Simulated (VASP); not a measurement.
A run of VASP 6.6.1 is set up as follows.

The input INCAR:

```
PREC = Accurate
ENCUT = 520
EDIFF = 1E-6
ISMEAR = -1
SIGMA = 0.01
LREAL = Auto
LASPH = True
NELM = 80
ALGO = Normal
ISIF = 2
LWAVE = False
LCHARG = False
GGA = PE
NELECT = 200.0
NBANDS = 126
```

The input KPOINTS:

```
Automatic mesh
0
Gamma
  1 1 1
  0.25 0.25 0.25
```

File POSCAR:

```
Al16ClO24
1.0
    2.4039417600      1.3879164200      4.3742070900
   -4.8078835200      2.7758328500      8.7484141900
    0.0000000000     -5.5516656900      8.7484141900
Al O Cl
16 24 1
Direct
    0.6313348405      0.3261369070      0.3391682927
    0.8504714545      0.4313707405      0.4339571934
    0.1587930127      0.0709154948      0.0641307709
    0.3469673751      0.1759274600      0.1969447921
    0.6383013623      0.3098341230      0.7983515298
    0.8319202379      0.4261988592      0.9055735344
    0.1565965799      0.0751845212      0.5822896955
    0.3447950656      0.1813782717      0.7053211616
    0.6447037463      0.8305392613      0.3228484907
    0.8535572696      0.9340963998      0.4234181826
    0.1468135136      0.5747147387      0.0839657722
    0.3484498992      0.6770121691      0.1796718396
    0.6365555514      0.8175382365      0.8212238008
    0.8505461046      0.9149437861      0.9301914307
    0.1310602650      0.5860585033      0.5682738293
    0.3503255845      0.6868759425      0.6734136864
    0.4443189565      0.0302152689      0.3814641417
    0.9447927167      0.1337872649      0.2788144074
    0.0417379880      0.3677260702      0.2618281026
    0.7431527721      0.2221620861      0.0369540276
    0.2444897320      0.2764804409      0.4853541184
    0.5251998896      0.4724500474      0.1410786472
    0.4608826366     -0.0131746466      0.8877057041
    0.9654265804      0.1115981862      0.7877240361
   -0.0157677147      0.3992011504      0.7031155483
    0.7382591659      0.2204577541      0.5472166079
    0.3113533745      0.2407037531      0.8621496478
    0.5298759646      0.4864264690      0.6186102095
    0.4308726732      0.5323131534      0.3791332480
    0.9280947523      0.6318008205      0.2863915249
    0.0505937749      0.8810210441      0.2226938063
    0.7537482785      0.7117241061      0.0414426769
    0.2487378019      0.7893224883      0.4645183644
    0.5437443792      0.9846509944      0.1220927134
    0.4527641974      0.5803793246      0.8606702853
    0.9520113214      0.6362793083      0.7620622669
    0.0576850040      0.8796955190      0.7211096054
    0.7451973180      0.7324327745      0.5204191254
    0.2315181977      0.7800899204      0.9861703461
    0.5633007428      0.9696160222      0.6231848992
    1.1613757033      0.4004775689     -0.0047570218
```

Potentials or basis: VASP PAW PBE potentials, release 64 (Al, O, Cl).

Launch:

```bash
$ cat potpaw_PBE.64/Al/POTCAR potpaw_PBE.64/O/POTCAR potpaw_PBE.64/Cl/POTCAR > POTCAR
$ mpirun -np 1 vasp_std > vasp.out
```

Question: Estimate the largest force.

Answer: 0.040 eV/Å.

Forces in eV/Å, atoms in the order of the input:
```
Al   0.007 -0.010 -0.008
Al  -0.005 -0.011  0.025
Al  -0.001  0.009 -0.003
Al  -0.008  0.022 -0.006
Al  -0.012 -0.009  0.015
Al   0.013 -0.001  0.028
Al   0.004 -0.001 -0.012
Al   0.011 -0.007 -0.011
Al  -0.006  0.003 -0.003
Al  -0.012 -0.005  0.009
Al  -0.002  0.000 -0.001
Al  -0.005  0.021  0.002
Al  -0.012 -0.011 -0.004
Al   0.000  0.009  0.012
Al   0.001 -0.014 -0.007
Al   0.005 -0.002  0.002
O    0.003 -0.006  0.002
O    0.005  0.011 -0.009
O    0.006  0.033 -0.022
O   -0.008 -0.008 -0.007
O   -0.002  0.006  0.001
O    0.019  0.004  0.002
O   -0.010  0.000  0.019
O    0.005  0.000  0.002
O    0.002  0.008 -0.005
O   -0.002  0.010  0.001
O   -0.018 -0.007  0.006
O   -0.014 -0.004  0.000
O    0.003  0.003  0.002
O    0.001 -0.002  0.000
O    0.005 -0.004 -0.002
O    0.000 -0.011 -0.010
O    0.002  0.002 -0.002
O    0.003 -0.009  0.007
O   -0.003 -0.015 -0.012
O    0.008 -0.009  0.000
O    0.003  0.006 -0.003
O    0.002  0.001 -0.003
O    0.003  0.001  0.001
O    0.004  0.000 -0.002
Cl   0.008 -0.002 -0.006
```

Caveat: the k points lie up to 1.22 Å⁻¹ apart, too coarse for converged energies, forces and pressures; the cell carries a net charge on a neutralising background, which shifts energy and pressure.
